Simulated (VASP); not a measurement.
# Sc in VASP: further runs

Sc is run at these levels: PBEsol; tasks: electric field gradients.

All numbers are computed with VASP 6.6.1; they aren't measurements. Logs are shortened: lines on timing, memory, paths and dates and some standing lists are left out, and cuts for length are marked.

### 1 The cell of the first run

The structure is cubic, space group Fm-3m (No. 225). The conventional cell has a = 4.601 Å, b = 4.601 Å, c = 4.601 Å, α = 90.00°, β = 90.00°, γ = 90.00°. Within 4.3 Å of Sc (site symmetry m-3m) lie 12 Sc at 3.25 Å.

### 2 Electric field gradients, PBEsol (volume scaled by 1.04)

File INCAR:

```
SYSTEM = Sc
PREC = Accurate ; ENCUT = 520
EDIFF = 1E-8 ; ISMEAR = -1
SIGMA = 0.03 ; LREAL = .FALSE.
LASPH = .TRUE. ; NELM = 80
ALGO = Normal ; ISIF = 2
LWAVE = .FALSE. ; LCHARG = .FALSE.
GGA = PS ; LEFG = .TRUE.
NBANDS = 12
```

File KPOINTS:

```
Automatic mesh
0
G
  12 12 12
  0 0 0
```

File POSCAR:

```
Sc
1.0
    0.0000000000      2.3003784264      2.3003784264
    2.3003784264      0.0000000000      2.3003784264
    2.3003784264      2.3003784264      0.0000000000
Sc
1
Direct
    0.0000000000      0.0000000000      0.0000000000
```

Potentials or basis: VASP PAW PBE potentials, release 64 (Sc_sv).

On the command line:

```
> cat potpaw_PBE.64/Sc_sv/POTCAR > POTCAR
> mpirun -np 1 vasp_std > vasp.out
```

OUTCAR:

```text
SYSTEM = Sc
   PREC = Accurate
   ENCUT = 520
   EDIFF = 1E-8
   ISMEAR = -1
   LREAL = .FALSE.
   LASPH = .TRUE.
   NELM = 80
   ISIF = 2
   GGA = PS

 ion  position               nearest neighbor table
   1  0.000  0.000  0.000-

  LATTYP: Found a face centered cubic cell.
 ALAT       =     4.6007568528

  Lattice vectors:

 A1 = (   0.0000000000,   2.3003784264,   2.3003784264)
 A2 = (   2.3003784264,   0.0000000000,   2.3003784264)
 A3 = (   2.3003784264,   2.3003784264,   0.0000000000)

Analysis of symmetry for initial positions (statically):
=====================================================================
 Subroutine PRICEL returns:
 Original cell was already a primitive cell.

 Routine SETGRP: Setting up the symmetry group for a
 face centered cubic supercell.

 Subroutine GETGRP returns: Found 48 space group operations
 (whereof 48 operations were pure point group operations)
 out of a pool of 48 trial point group operations.

The static configuration has the point symmetry O_h .

Analysis of symmetry for dynamics (positions and initial velocities):
=====================================================================
 Subroutine PRICEL returns:
 Original cell was already a primitive cell.

 Routine SETGRP: Setting up the symmetry group for a
 face centered cubic supercell.

 Subroutine GETGRP returns: Found 48 space group operations
 (whereof 48 operations were pure point group operations)
 out of a pool of 48 trial point group operations.

The dynamic configuration has the point symmetry O_h .

 Subroutine INISYM returns: Found 48 space group operations
 (whereof 48 operations are pure point group operations),
 and found     1 'primitive' translations

----------------------------------------------------------------------------------------

                                     Primitive cell

  volume of cell :      24.3460

  direct lattice vectors                    reciprocal lattice vectors
     0.000000000  2.300378426  2.300378426    -0.217355542  0.217355542  0.217355542
     2.300378426  0.000000000  2.300378426     0.217355542 -0.217355542  0.217355542
     2.300378426  2.300378426  0.000000000     0.217355542  0.217355542 -0.217355542

  length of vectors
     3.253226369  3.253226369  3.253226369     0.376470842  0.376470842  0.376470842

  position of ions in fractional coordinates (direct lattice)
     0.000000000  0.000000000  0.000000000

  ion indices of the primitive-cell ions
   primitive index   ion index
                 1           1

----------------------------------------------------------------------------------------

 KPOINTS: Automatic mesh

Automatic generation of k-mesh.
 Grid dimensions read from file:
 generate k-points for:   12   12   12

 Generating k-lattice:

  Cartesian coordinates                     Fractional coordinates (reciprocal lattice)
    -0.018112962  0.018112962  0.018112962     0.083333333  0.000000000  0.000000000
     0.018112962 -0.018112962  0.018112962     0.000000000  0.083333333  0.000000000
     0.018112962  0.018112962 -0.018112962     0.000000000  0.000000000  0.083333333

  Length of vectors
     0.031372570  0.031372570  0.031372570

  Shift w.r.t. Gamma in fractional coordinates (k-lattice)
     0.000000000  0.000000000  0.000000000

 Subroutine IBZKPT returns following result:
 ===========================================

 Found     72 irreducible k-points:

 Following reciprocal coordinates:
            Coordinates               Weight
  0.000000  0.000000  0.000000      1.000000
  0.083333  0.000000  0.000000      8.000000
  0.166667  0.000000  0.000000      8.000000
  0.250000  0.000000  0.000000      8.000000
  0.333333  0.000000  0.000000      8.000000
  0.416667  0.000000  0.000000      8.000000
[... 16 lines left out ...]
  0.500000  0.166667  0.000000     24.000000
 -0.416667  0.166667  0.000000     24.000000
 [... further k-points ...]
   k-points           NKPTS =     72   k-points in BZ     NKDIM =     72   number of bands    NBANDS=     12
   number of dos      NEDOS =    301   number of ions     NIONS =      1
   total plane-waves  NPLWV =  13824
   dimension x,y,z NGX =    24 NGY =   24 NGZ =   24
   dimension x,y,z NGXF=    48 NGYF=   48 NGZF=   48
   ions per type =               1
   NGX,Y,Z   is equivalent  to a cutoff of  12.26, 12.26, 12.26 a.u.
   NGXF,Y,Z  is equivalent  to a cutoff of  24.53, 24.53, 24.53 a.u.
 SYSTEM =  Sc
   PREC   = accura    normal or accurate (medium, high low for compatibility)
   ISTART =      0    job   : 0-new  1-cont  2-samecut
   ICHARG =      2    charge: 1-file 2-atom 10-const
   ISPIN  =      1    spin polarized calculation?
   LNONCOLLINEAR =      F non collinear calculations
   LSORBIT =      F    spin-orbit coupling
   LASPH  =      T    aspherical Exc in radial PAW
   ENCUT  =  520.0 eV  38.22 Ry    6.18 a.u.   6.05  6.05  6.05*2*pi/ulx,y,z
   NELM   =     80;   NELMIN=  2; NELMDL= -5     # of ELM steps
   EDIFF  = 0.1E-07   stopping-criterion for ELM
   LREAL  =      F    real-space projection
   EDIFFG = 0.1E-06   stopping-criterion for IOM
   NSW    =      0    number of steps for IOM
   IBRION =     -1    ionic relax: 0-MD 1-quasi-New 2-CG
   NFREE  =      0    steps in history (QN), initial steepest desc. (CG)
   ISIF   =      2    stress and relaxation
   ISYM   =      2    0-nonsym 1-usesym 2-fastsym
   POTIM  = 0.5000    time-step for ionic-motion
   TEBEG  =    0.0;   TEEND  =   0.0 temperature during run
   PSTRESS=    0.0 pullay stress
   NELECT =      11.0000    total number of electrons
   NUPDOWN=      -1.0000    fix difference up-down
   EMIN   =  10.00;   EMAX   =-10.00  energy-range for DOS
   EFERMI =   0.00;   METHOD = LEGACY
   ISMEAR =    -1;   SIGMA  =   0.03  broadening in eV -4-tet -1-fermi 0-gaus
   EFERMI_NEDOS =   21; number of points for ismear=-14 and -15
   IALGO  =     38    algorithm
   IMIX   =      4    mixing-type and parameters
     AMIX     =   0.40;   BMIX     =  1.00
     AMIX_MAG =   1.60;   BMIX_MAG =  1.00
  volume/ion in A,a.u.               =      24.35       164.30
  Fermi-wavevector in a.u.,A,eV,Ry     =   1.256212  2.373897 21.470943  1.578070
  Thomas-Fermi vector in A             =   2.389931
   LORBIT       =      0    0 simple, 1 ext, 2 COOP (PROOUT), +10 PAW based schemes
   GGA     = PS    functional components
   LHFCALC =     F    Hartree Fock is set to
   AEXX    =    0.0000 exact exchange contribution
   IVDW    =     0    specifies the selected vdW correction
   LEPSILON=     F    determine dielectric tensor
   LRPA    =     F    only Hartree local field effects (RPA)
 non-spin polarized calculation
  energy-cutoff  :      520.00
  volume of cell :       24.35
 maximum number of plane-waves:       666
   NGX = 13   NGY = 13   NGZ = 13

 number of electron      10.9999997 magnetization

 Free energy of the ion-electron system (eV)
  ---------------------------------------------------
  ext. energy  EPLUGINS =         0.00000000
  ---------------------------------------------------
  free energy    TOTEN  =        -6.55893941 eV

  energy without entropy =       -6.55411287  energy(sigma->0) =       -6.55652614

 E-fermi :   3.7037     XC(G=0): -10.0386

 val. band max:        3.6577838847   @ k =  -0.4167   0.1667   0.0833
 cond. band min:       3.7414620517   @ k =   0.5000   0.3333   0.1667
 fundamental gap:      0.0836781671
 Fermi energy:         3.7036742199

 k-point     1 :       0.0000    0.0000    0.0000
  band No.  band energies     occupation
      1     -45.4887      2.00000
      2     -23.9838      2.00000
      3     -23.9838      2.00000
      4     -23.9838      2.00000
      5      -1.5155      2.00000
      6       5.2970      0.00000
      7       5.2970      0.00000
      8       5.2970      0.00000
      9       6.7012      0.00000
     10       6.7012      0.00000
     11      16.2987      0.00000
     12      19.7069      0.00000

 k-point     2 :       0.0833    0.0000    0.0000
  band No.  band energies     occupation
      1     -45.4844      2.00000
      2     -24.0127      2.00000
      3     -23.9875      2.00000
      4     -23.9875      2.00000
      5      -1.3375      2.00000
      6       5.1654      0.00000
      7       5.3622      0.00000
      8       5.3622      0.00000
      9       6.6562      0.00000
     10       6.6562      0.00000
     11      16.4500      0.00000
     12      18.4163      0.00000
[... 316 lines left out ...]
 k-point    24 :      -0.4167    0.1667    0.0000
  band No.  band energies     occupation
      1     -45.4186      2.00000
      2     -24.3623      2.00000
      3     -24.1142      2.00000
      4     -24.0537      2.00000
      5       2.4186      2.00000
      6       3.6247      1.86569
      7       4.7528      0.00000
      8       5.5954      0.00000
      9       7.4216      0.00000
     10       8.3584      0.00000
     11      10.5162      0.00000
     12      15.0386      0.00000

 [... further k-points ...]

------------------------ aborting loop because EDIFF is reached ----------------------------------------

  FORCE on cell =-STRESS in cart. coord.  units (eV):
  Direction    XX          YY          ZZ          XY          YZ          ZX
  --------------------------------------------------------------------------------------
  -------------------------------------------------------------------------------------
  Total       -0.2423509     -0.2423509     -0.2423509      0.0000000     -0.0000000      0.0000000
  in kB      -15.9487732    -15.9487732    -15.9487732      0.0000000     -0.0000000      0.0000000
  external PRESSURE =     -15.9487732 kB  Pullay stress =       0.0000000 kB

 VOLUME and BASIS-vectors are now :
 -----------------------------------------------------------------------------
  energy-cutoff  :      520.00
  volume of cell :       24.35
      direct lattice vectors                 reciprocal lattice vectors
     0.000000000  2.300378426  2.300378426    -0.217355542  0.217355542  0.217355542
     2.300378426  0.000000000  2.300378426     0.217355542 -0.217355542  0.217355542
     2.300378426  2.300378426  0.000000000     0.217355542  0.217355542 -0.217355542

 POSITION                                       TOTAL-FORCE (eV/Angst)
 -----------------------------------------------------------------------------------
      0.00000      0.00000      0.00000         0.000000      0.000000      0.000000
 -----------------------------------------------------------------------------------
    total drift:                               -0.000000      0.000000      0.000000

  FREE ENERGIE OF THE ION-ELECTRON SYSTEM (eV)
  ---------------------------------------------------
  free  energy   TOTEN  =        -6.5589394111 eV

  energy  without entropy=       -6.5541128732  energy(sigma->0) =       -6.55652614

 Electric field gradients (V/A^2)
---------------------------------------------------------------------
 ion       V_xx      V_yy      V_zz      V_xy      V_xz      V_yz
---------------------------------------------------------------------
   1       0.000    -0.000     0.000    -0.000    -0.000    -0.000
---------------------------------------------------------------------

 Electric field gradients after diagonalization (V/A^2)
 (convention: |V_zz| > |V_xx| > |V_yy|)
----------------------------------------------------------------------
 ion       V_xx      V_yy      V_zz     asymmetry (V_yy - V_xx)/ V_zz
----------------------------------------------------------------------
   1       0.000     0.000    -0.001       0.000
----------------------------------------------------------------------

           NMR quadrupolar parameters

 Cq : quadrupolar parameter    Cq=e*Q*V_zz/h
 eta: asymmetry parameters     (V_yy - V_xx)/ V_zz
 Q  : nuclear electric quadrupole moment in mb (millibarn)
----------------------------------------------------------------------
 ion       Cq(MHz)       eta       Q (mb)
----------------------------------------------------------------------
   1      -0.000       0.000       1.000
----------------------------------------------------------------------
```

Run time: 8.2 s. Hardware: 1 thread of Intel Xeon Platinum 8375C at 2.90GHz (Ice Lake), shared host; peak memory 0.15 GiB.

What came out:

```yaml
Free_energy: -6.5589 eV
Pressure: -1.6 GPa
```

Levels at points of the mesh, in eV from the Fermi level:
| k point | band 2 | band 3 | band 4 | band 5 | band 6 | band 7 | band 8 | band 9 |
| --- | --- | --- | --- | --- | --- | --- | --- | --- |
| (0.00, 0.00, 0.00) | -27.69 | -27.69 | -27.69 | -5.22 | 1.59 | 1.59 | 1.59 | 3.00 |
| (0.50, 0.00, 0.00) | -28.11 | -27.74 | -27.74 | -1.79 | 0.26 | 1.48 | 1.48 | 3.91 |
| (0.50, 0.50, 0.00) | -28.08 | -27.84 | -27.84 | -1.55 | -0.65 | 1.96 | 3.91 | 4.15 |

Caveat: without QUAD_EFG the Cq values of the log hold for a quadrupole moment of 1 mb, not for the nuclei; the PAW data sets were made with another functional, which shifts forces and pressure a little.

### 3 Electric field gradients, PBEsol (equal xx and yy strain of -1 %)

File INCAR:

```
PREC = Accurate
ENCUT = 520
EDIFF = 1E-8
ISMEAR = -1
SIGMA = 0.03
LREAL = F
LASPH = T
NELM = 60
ALGO = Normal
ISIF = 2
LWAVE = F
LCHARG = F
GGA = PS
LEFG = T
NBANDS = 12
```

File KPOINTS:

```
Automatic mesh
0
Gamma
  12 12 12
```

File POSCAR:

```
Sc
1.0
    0.0000000000      2.2477950000      2.2705000000
    2.2477950000      0.0000000000      2.2705000000
    2.2477950000      2.2477950000      0.0000000000
Sc
1
Direct
    0.0000000000      0.0000000000      0.0000000000
```

Potentials or basis: VASP PAW PBE potentials, release 64 (Sc_sv).

On the command line:

```
> cat potpaw_PBE.64/Sc_sv/POTCAR > POTCAR
> mpirun -np 1 vasp_std > vasp.out
```

OUTCAR:

```text
PREC = Accurate
   ENCUT = 520
   EDIFF = 1E-8
   ISMEAR = -1
   LREAL = F
   LASPH = T
   NELM = 60
   ISIF = 2
   GGA = PS

 ion  position               nearest neighbor table
   1  0.000  0.000  0.000-

  LATTYP: Found a body centered tetragonal cell.
 ALAT       =     3.1788621744
 C/A-ratio  =     1.4284985479

  Lattice vectors:

 A1 = (  -2.2477950000,   0.0000000000,   2.2705000000)
 A2 = (   2.2477950000,   0.0000000000,   2.2705000000)
 A3 = (   0.0000000000,   2.2477950000,  -2.2705000000)

Analysis of symmetry for initial positions (statically):
=====================================================================
 Subroutine PRICEL returns:
 Original cell was already a primitive cell.

 Routine SETGRP: Setting up the symmetry group for a
 body centered tetragonal supercell.

 Subroutine GETGRP returns: Found 16 space group operations
[... 540 lines left out ...]

 VOLUME and BASIS-vectors are now :
 -----------------------------------------------------------------------------
  energy-cutoff  :      520.00
  volume of cell :       22.94
      direct lattice vectors                 reciprocal lattice vectors
     0.000000000  2.247795000  2.270500000    -0.222440214  0.222440214  0.220215811
     2.247795000  0.000000000  2.270500000     0.222440214 -0.222440214  0.220215811
     2.247795000  2.247795000  0.000000000     0.222440214  0.222440214 -0.220215811

 POSITION                                       TOTAL-FORCE (eV/Angst)
 -----------------------------------------------------------------------------------
      0.00000      0.00000      0.00000         0.000000      0.000000      0.000000
 -----------------------------------------------------------------------------------
    total drift:                                0.000000      0.000000     -0.000000

  FREE ENERGIE OF THE ION-ELECTRON SYSTEM (eV)
  ---------------------------------------------------
  free  energy   TOTEN  =        -6.5584579090 eV

  energy  without entropy=       -6.5533777703  energy(sigma->0) =       -6.55591784

 Electric field gradients (V/A^2)
---------------------------------------------------------------------
 ion       V_xx      V_yy      V_zz      V_xy      V_xz      V_yz
---------------------------------------------------------------------
   1       0.239     0.239    -0.478     0.000     0.000     0.000
---------------------------------------------------------------------

 Electric field gradients after diagonalization (V/A^2)
 (convention: |V_zz| > |V_xx| > |V_yy|)
----------------------------------------------------------------------
 ion       V_xx      V_yy      V_zz     asymmetry (V_yy - V_xx)/ V_zz
----------------------------------------------------------------------
   1       0.240     0.239    -0.478       0.002
----------------------------------------------------------------------

           NMR quadrupolar parameters

 Cq : quadrupolar parameter    Cq=e*Q*V_zz/h
 eta: asymmetry parameters     (V_yy - V_xx)/ V_zz
 Q  : nuclear electric quadrupole moment in mb (millibarn)
----------------------------------------------------------------------
 ion       Cq(MHz)       eta       Q (mb)
----------------------------------------------------------------------
   1      -0.001       0.002       1.000
----------------------------------------------------------------------
```

Wall time 22 s (1 thread of Intel Xeon Platinum 8259CL at 2.50GHz (Skylake/Cascade Lake), shared host); peak memory 0.16 GiB.

Results:

| Property | Result |
| --- | --- |
| Free energy | -6.5585 eV |
| Pressure | 1.6 GPa |

Stress tensor (GPa, compression positive):
```
1.73 0.00 0.00
0.00 1.73 0.00
0.00 0.00 1.39
```

Electric field gradients, principal values (V/Å²):
```tsv
atom	least	middle	greatest (by size)
1 Sc	0.239	0.240	-0.478
```

Caveat: the cell differs from its parent crystal (equal xx and yy strain of -1 %); without QUAD_EFG the Cq values of the log hold for a quadrupole moment of 1 mb, not for the nuclei; the PAW data sets were made with another functional, which shifts forces and pressure a little.
